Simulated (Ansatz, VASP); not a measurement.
# Sc2SiF2 in VASP and in Ansatz

```
Sc Si F
1.0
     3.73561    0.00000    0.00000
    -1.86781    3.23514    0.00000
     0.00000    0.00000    6.33026
Sc Si F
2 1 2
Cartesian
  0.0000 0.0000 4.6285
  0.0000 0.0000 1.7018
  0.0000 2.1568 0.0000
  1.8678 1.0784 3.1651
  0.0000 2.1568 3.1651
```

Alike in both runs: functional PBE; k mesh 6 × 6 × 4; occupations gaussian, width 0.1 eV; no spin polarisation.

Ansatz relaxed the structure, and its values are those at the end. VASP's run is a single point on that final structure, the one shown.

|  | VASP | Ansatz |
| --- | --- | --- |
| version | VASP 6.6.1 | Ansatz 0.2.0 |
| potentials or method | VASP PAW PBE potentials, release 64 (Sc_sv, Si, F), cutoff 600 eV | scalar-relativistic, plane waves, PAW |
| valence electrons in the cell | 40 | 40 |

|  | VASP | Ansatz | Ansatz less VASP |
| --- | --- | --- | --- |
| gap on the k mesh at the Fermi level (eV) | none | none | - |
| pressure (GPa) | 0.0 | 0.0 | +0.04 |
| rms of the force components (eV/Å) | 0.003 | 0.006 | +0.0029 |

A gap of «none» marks a metal or a gap that the smearing closes. The functional is the same, so the differences come from potentials, cutoffs and numerics.
